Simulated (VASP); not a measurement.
# Co (P3_121) in VASP: relaxation of cell and atoms with PBE

Aim: the relaxation of cell and atoms of Co with PBE.

Program: VASP 6.6.1. These are calculated values, not measurements. Logs are shortened: lines on timing, memory, paths and dates and some standing lists are left out, and cuts for length are marked.

## Step 1: The cell of the first run

The structure is trigonal, space group P3_121 (No. 152). Conventional cell: a = 3.232 Å, b = 3.232 Å, c = 3.667 Å, α = 90.00°, β = 90.00°, γ = 120.00°. Co (site symmetry 2) has 2 Co at 1.76 Å within 2.3 Å.

## Step 2: Relaxation of cell and atoms, PBE, collinear spin, ferromagnetic start

Input file INCAR:

```
PREC     = Accurate       # precision mode
ENCUT    = 600            # plane-wave cutoff, eV
EDIFF    = 1E-6           # SCF threshold, eV
ISMEAR   = 0              # smearing method
SIGMA    = 0.1            # smearing width, eV
LREAL    = False          # projectors in reciprocal space
LASPH    = True           # aspherical terms in the spheres
NELM     = 150            # most SCF steps
ALGO     = Normal         # electronic algorithm
ISIF     = 3              # what is computed and relaxed
LWAVE    = False          # write WAVECAR
LCHARG   = False          # write CHGCAR
ISPIN    = 2              # spin polarisation
MAGMOM   = 0.16 0.16 0.16 # initial moments
LORBIT   = 11             # projections on sites
LMAXMIX  = 4              # l up to which the mixer works
GGA      = PE             # functional
IBRION   = 2              # ionic algorithm
NSW      = 90             # ionic steps
EDIFFG   = -0.04          # ionic threshold
```

Input file KPOINTS:

```
Automatic mesh
0
Gamma
  6 6 6
```

Input file POSCAR:

```
Co
1.0
    3.2321793139      0.0000000000      0.0000000000
   -1.6160896570      2.7991493955      0.0000000000
    0.0000000000      0.0000000000      3.6670156285
Co
3
Direct
    0.2254000000      0.0000000000      0.3333333333
    0.0000000000      0.2254000000      0.6666666667
    0.7746000000      0.7746000000      0.0000000000
```

Potentials or basis: VASP PAW PBE potentials, release 64 (Co).

The run is started by

```bash
> cat potpaw_PBE.64/Co/POTCAR > POTCAR
> mpirun -np 1 vasp_std > vasp.out
```

OUTCAR:

```text
PREC = Accurate
   ENCUT = 600
   EDIFF = 1E-6
   ISMEAR = 0
   LREAL = False
   LASPH = True
   NELM = 150
   ISIF = 3
   ISPIN = 2
   LORBIT = 11
   GGA = PE
   IBRION = 2
   NSW = 90
   EDIFFG = -0.04

 ion  position               nearest neighbor table
   1  0.225  0.000  0.333-   3 1.76   2 1.76   3 2.54   3 2.54   2 2.54   2 2.54   2 2.75   3 2.75

   2  0.000  0.225  0.667-   3 1.76   1 1.76   3 2.54   3 2.54   1 2.54   1 2.54   1 2.75   3 2.75

   3  0.775  0.775  0.000-   1 1.76   2 1.76   2 2.54   1 2.54   1 2.54   2 2.54   1 2.75   2 2.75

  LATTYP: Found a hexagonal cell.
 ALAT       =     3.2321793139
 C/A-ratio  =     1.1345334749

  Lattice vectors:

 A1 = (   3.2321793139,   0.0000000000,   0.0000000000)
 A2 = (  -1.6160896570,   2.7991493955,   0.0000000000)
 A3 = (   0.0000000000,   0.0000000000,   3.6670156285)

Analysis of symmetry for initial positions (statically):
=====================================================================
 Subroutine PRICEL returns:
 Original cell was already a primitive cell.

 Routine SETGRP: Setting up the symmetry group for a
 hexagonal supercell.

 Subroutine GETGRP returns: Found  6 space group operations
 (whereof  2 operations were pure point group operations)
 out of a pool of 24 trial point group operations.

The static configuration has the point symmetry C_2 .
 The point group associated with its full space group is D_3 .

Analysis of symmetry for dynamics (positions and initial velocities):
=====================================================================
 Subroutine PRICEL returns:
 Original cell was already a primitive cell.

 Routine SETGRP: Setting up the symmetry group for a
 hexagonal supercell.

 Subroutine GETGRP returns: Found  6 space group operations
 (whereof  2 operations were pure point group operations)
 out of a pool of 24 trial point group operations.

The dynamic configuration has the point symmetry C_2 .
 The point group associated with its full space group is D_3 .

Analysis of structural, dynamic, and magnetic symmetry:
=====================================================================
 Subroutine PRICEL returns:
 Original cell was already a primitive cell.

 Routine SETGRP: Setting up the symmetry group for a
 hexagonal supercell.

 Subroutine GETGRP returns: Found  6 space group operations
 (whereof  2 operations were pure point group operations)
 out of a pool of 24 trial point group operations.

The overall configuration has the point symmetry C_2 .
 The point group associated with its full space group is D_3 .

 Subroutine INISYM returns: Found  6 space group operations
 (whereof  2 operations are pure point group operations),
 and found     1 'primitive' translations

----------------------------------------------------------------------------------------

                                     Primitive cell

  volume of cell :      33.1768

  direct lattice vectors                    reciprocal lattice vectors
     3.232179314  0.000000000  0.000000000     0.309388775  0.178625693  0.000000000
    -1.616089657  2.799149396  0.000000000     0.000000000  0.357251386  0.000000000
     0.000000000  0.000000000  3.667015629     0.000000000  0.000000000  0.272701319

  length of vectors
     3.232179314  3.232179314  3.667015629     0.357251386  0.357251386  0.272701319

  position of ions in fractional coordinates (direct lattice)
     0.225400000  0.000000000  0.333333333
     0.000000000  0.225400000  0.666666667
     0.774600000  0.774600000  0.000000000

  ion indices of the primitive-cell ions
   primitive index   ion index
                 1           1
                 2           2
                 3           3

----------------------------------------------------------------------------------------

 KPOINTS: Automatic mesh

Automatic generation of k-mesh.
 Grid dimensions read from file:
 generate k-points for:    6    6    6

 Generating k-lattice:

  Cartesian coordinates                     Fractional coordinates (reciprocal lattice)
     0.051564796  0.029770949  0.000000000     0.166666667  0.000000000  0.000000000
     0.000000000  0.059541898  0.000000000     0.000000000  0.166666667  0.000000000
     0.000000000  0.000000000  0.045450220     0.000000000  0.000000000  0.166666667

  Length of vectors
     0.059541898  0.059541898  0.045450220

  Shift w.r.t. Gamma in fractional coordinates (k-lattice)
     0.000000000  0.000000000  0.000000000

 Subroutine IBZKPT returns following result:
 ===========================================

 Found     34 irreducible k-points:

 Following reciprocal coordinates:
            Coordinates               Weight
  0.000000  0.000000  0.000000      1.000000
  0.166667  0.000000  0.000000      6.000000
  0.333333  0.000000  0.000000      6.000000
  0.500000  0.000000  0.000000      3.000000
  0.166667  0.166667  0.000000      6.000000
  0.333333  0.166667  0.000000     12.000000
[... 16 lines left out ...]
  0.500000  0.000000  0.333333      6.000000
  0.166667  0.166667  0.333333     12.000000
 [... further k-points ...]
   k-points           NKPTS =     34   k-points in BZ     NKDIM =     34   number of bands    NBANDS=     17
   number of dos      NEDOS =    301   number of ions     NIONS =      3
   total plane-waves  NPLWV =  23520
   dimension x,y,z NGX =    28 NGY =   28 NGZ =   30
   dimension x,y,z NGXF=    56 NGYF=   56 NGZF=   60
   ions per type =               3
   NGX,Y,Z   is equivalent  to a cutoff of  14.40, 14.40, 13.60 a.u.
   NGXF,Y,Z  is equivalent  to a cutoff of  28.80, 28.80, 27.20 a.u.
 SYSTEM =  unknown system
   PREC   = accura    normal or accurate (medium, high low for compatibility)
   ISTART =      0    job   : 0-new  1-cont  2-samecut
   ICHARG =      2    charge: 1-file 2-atom 10-const
   ISPIN  =      2    spin polarized calculation?
   LNONCOLLINEAR =      F non collinear calculations
   LSORBIT =      F    spin-orbit coupling
   LASPH  =      T    aspherical Exc in radial PAW
   ENCUT  =  600.0 eV  44.10 Ry    6.64 a.u.   6.46  6.46  7.32*2*pi/ulx,y,z
   NELM   =    150;   NELMIN=  2; NELMDL= -5     # of ELM steps
   EDIFF  = 0.1E-05   stopping-criterion for ELM
   LREAL  =      F    real-space projection
   EDIFFG = -.4E-01   stopping-criterion for IOM
   NSW    =     90    number of steps for IOM
   IBRION =      2    ionic relax: 0-MD 1-quasi-New 2-CG
   NFREE  =      1    steps in history (QN), initial steepest desc. (CG)
   ISIF   =      3    stress and relaxation
   ISYM   =      2    0-nonsym 1-usesym 2-fastsym
   POTIM  = 0.5000    time-step for ionic-motion
   TEBEG  =    0.0;   TEEND  =   0.0 temperature during run
   PSTRESS=    0.0 pullay stress
   NELECT =      27.0000    total number of electrons
   NUPDOWN=      -1.0000    fix difference up-down
   EMIN   =  10.00;   EMAX   =-10.00  energy-range for DOS
   EFERMI =   0.00;   METHOD = LEGACY
   ISMEAR =     0;   SIGMA  =   0.10  broadening in eV -4-tet -1-fermi 0-gaus
   EFERMI_NEDOS =   21; number of points for ismear=-14 and -15
   IALGO  =     38    algorithm
   IMIX   =      4    mixing-type and parameters
     AMIX     =   0.40;   BMIX     =  1.00
     AMIX_MAG =   1.60;   BMIX_MAG =  1.00
  volume/ion in A,a.u.               =      11.06        74.63
  Fermi-wavevector in a.u.,A,eV,Ry     =   1.528450  2.888352 31.785391  2.336160
  Thomas-Fermi vector in A             =   2.636207
   LORBIT       =     11    0 simple, 1 ext, 2 COOP (PROOUT), +10 PAW based schemes
   GGA     = PE    functional components
   LHFCALC =     F    Hartree Fock is set to
   AEXX    =    0.0000 exact exchange contribution
   IVDW    =     0    specifies the selected vdW correction
   LEPSILON=     F    determine dielectric tensor
   LRPA    =     F    only Hartree local field effects (RPA)
 conjugate gradient relaxation of ions
 spin polarized calculation
 Gauss-broadening in eV      SIGMA  =   0.10
  energy-cutoff  :      600.00
  volume of cell :       33.18
 maximum number of plane-waves:      1125
 NGX is ok and might be reduce to    28
   NGX = 13   NGY = 13   NGZ = 15

--------------------------------------- Ionic step        1  -------------------------------------------

 number of electron      27.0000006 magnetization       0.1831765

 Free energy of the ion-electron system (eV)
  ---------------------------------------------------
  ext. energy  EPLUGINS =         0.00000000
  ---------------------------------------------------
  free energy    TOTEN  =       -14.10377186 eV

  energy without entropy =      -14.07729999  energy(sigma->0) =      -14.09053592

 E-fermi :  10.2756     XC(G=0): -13.0572

 val. band max:       10.2750851547   @ k =  -0.1667   0.5000   0.3333
 cond. band min:      10.2814045073   @ k =   0.3333   0.3333   0.0000
 fundamental gap:      0.0063193526
 Fermi energy:        10.2755760272

 spin component 1

 k-point     1 :       0.0000    0.0000    0.0000
  band No.  band energies     occupation
      1       1.6436      1.00000
      2       4.5751      1.00000
      3       4.5751      1.00000
      4       5.3639      1.00000
      5       5.3639      1.00000
      6       5.3738      1.00000
[... 993 lines left out ...]
 number of electron      27.0000008 magnetization      -0.0146162

 number of electron      27.0000008 magnetization       0.0045463

 E-fermi :   3.5225     XC(G=0): -10.1462

 val. band max:        3.5208517411   @ k =   0.1667   0.0000   0.3333
 cond. band min:       3.5235575959   @ k =   0.1667   0.0000   0.5000
 fundamental gap:      0.0027058548
 Fermi energy:         3.5225137943

 spin component 1

 k-point     1 :       0.0000    0.0000    0.0000
  band No.  band energies     occupation
      1      -1.9642      1.00000
      2       1.7410      1.00000
      3       1.7410      1.00000
      4       1.8009      1.00000
      5       1.8009      1.00000
      6       2.4668      1.00000
[... 1024 lines left out ...]
  FREE ENERGIE OF THE ION-ELECTRON SYSTEM (eV)
  ---------------------------------------------------
  free  energy   TOTEN  =       -15.6533011406 eV

  energy  without entropy=      -15.5698509792  energy(sigma->0) =      -15.61157606

[... ionic steps 4 to 11 ...]

--------------------------------------- Ionic step       12  -------------------------------------------

 number of electron      26.9999999 magnetization       0.0026235

------------------------ aborting loop because EDIFF is reached ----------------------------------------
[... 73 lines left out ...]
 number of electron      27.0000003 magnetization      -0.0016535

 number of electron      27.0000003 magnetization       0.0001408

 Free energy of the ion-electron system (eV)
  ---------------------------------------------------
  ext. energy  EPLUGINS =         0.00000000
  ---------------------------------------------------
  free energy    TOTEN  =       -18.05215100 eV

  energy without entropy =      -18.00624692  energy(sigma->0) =      -18.02919896

 E-fermi :   9.0091     XC(G=0): -12.8130

 val. band max:        9.0089133178   @ k =   0.0000   0.3333   0.1667
 cond. band min:       9.0091005418   @ k =   0.0000   0.3333   0.3333
 fundamental gap:      0.0001872241
 Fermi energy:         9.0090885078

 spin component 1

 k-point     1 :       0.0000    0.0000    0.0000
  band No.  band energies     occupation
      1       0.8083      1.00000
      2       5.4550      1.00000
      3       5.4550      1.00000
      4       5.5696      1.00000
      5       5.5696      1.00000
      6       6.8176      1.00000
[... 985 lines left out ...]
  FREE ENERGIE OF THE ION-ELECTRON SYSTEM (eV)
  ---------------------------------------------------
  free  energy   TOTEN  =       -18.0521510024 eV

  energy  without entropy=      -18.0062469225  energy(sigma->0) =      -18.02919896

 reached required accuracy - stopping structural energy minimisation

 total charge

# of ion       s       p       d       tot
------------------------------------------
    1        0.507   0.427   7.377   8.311
    2        0.507   0.427   7.377   8.311
    3        0.507   0.427   7.377   8.311
--------------------------------------------------
tot          1.521   1.281  22.130  24.932

 magnetization (x)

# of ion       s       p       d       tot
------------------------------------------
    1        0.000   0.000   0.000   0.000
    2        0.000   0.000   0.000   0.000
    3        0.000   0.000   0.000   0.000
--------------------------------------------------
tot          0.000   0.000   0.000   0.000
```

Wall time 17 min (1 thread of Intel Xeon 8259CL, shared host); peak memory 0.21 GiB.

Results:

* Free energy: -18.0522 eV
* Relaxed volume: 11.82 Å³/atom
* Relaxed cell: a = 3.178 Å, b = 3.178 Å, c = 4.053 Å, α = 90.00°, β = 90.00°, γ = 120.00°
* Space group after relaxing (to 0.1 Å): R-3m (No. 166)
* Energy gained by relaxing: 1316.1 meV/atom
* Ionic steps: 14
* Pressure after relaxing: 0.1 GPa
* Largest force after relaxing: 0.004 eV/Å
* Net moment: 0.00 μB per cell
* Valence electrons inside the program's atomic spheres: Co 8.31

Forces in eV/Å, atoms in the order of the input:
```
Co   0.004  0.000  0.000
Co  -0.002  0.004  0.000
Co  -0.002 -0.004  0.000
```

Step by step:
| step | energy change (eV) | largest force (eV/Å) | pressure (GPa) | volume (Å³) |
| --- | --- | --- | --- | --- |
| 1 | 0.0000 | 10.2825 | 65.27 | 33.18 |
| 2 | -0.6627 | 0.4777 | -27.47 | 59.22 |
| 3 | -1.5495 | 0.2254 | -28.45 | 53.63 |
| 4 | -2.2818 | 0.0016 | -27.72 | 49.39 |
| 5 | -3.4529 | 0.7420 | -14.25 | 40.80 |
| 6 | -3.4458 | 1.4149 | -6.59 | 39.07 |
| 7 | -3.4704 | 1.0188 | -11.02 | 39.98 |
| 8 | -3.4698 | 1.0744 | -10.41 | 39.84 |
| 9 | -3.7745 | 1.0333 | 0.77 | 36.05 |
| 10 | -3.8040 | 0.9642 | 7.58 | 34.57 |
| 11 | -3.9371 | 0.1468 | 3.62 | 34.82 |
| 12 | -3.9430 | 0.0281 | 3.04 | 34.89 |
| 13 | -3.9438 | 0.0303 | -2.56 | 35.98 |
| 14 | -3.9484 | 0.0041 | 0.06 | 35.45 |

Final structure:
```yaml
crystal:
  lattice:
    - [3.17791, 0.00000, 0.00000]
    - [-1.58896, 2.75215, 0.00000]
    - [0.00000, 0.00000, 4.05322]
  atoms:
    - { symbol: Co, position: [0.33312, 0.00000, 0.33333] }
    - { symbol: Co, position: [0.00000, 0.33312, 0.66667] }
    - { symbol: Co, position: [0.66688, 0.66688, 0.00000] }
```

Caveat: the k points lie up to 0.38 Å⁻¹ apart in the final cell.
